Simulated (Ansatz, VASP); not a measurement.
**Al: VASP beside Ansatz**

```
Al
1.0
     2.28601    1.31983    0.93354
    -2.28601    1.31983    0.93354
     0.00000   -2.63965    0.93354
Al
1
Cartesian
  0.0000 0.0000 0.0000
```

Alike in both runs: functional PBE; k mesh 9 × 9 × 9; occupations gaussian, width 0.1 eV; no spin polarisation.

Ansatz relaxed the structure, and its values are those at the end. VASP's run is a single point on that final structure, the one shown.

|  | VASP | Ansatz |
| --- | --- | --- |
| version | VASP 6.6.1 | Ansatz 0.2.0 |
| potentials or method | VASP PAW PBE potentials, release 64 (Al), cutoff 500 eV | scalar-relativistic, plane waves, PAW |
| valence electrons in the cell | 3 | 3 |

```csv
,VASP,Ansatz,Ansatz less VASP
gap on the k mesh at the Fermi level (eV),none,none,-
pressure (GPa),0.0,0.1,+0.02
```

A gap of «none» marks a metal or a gap that the smearing closes.
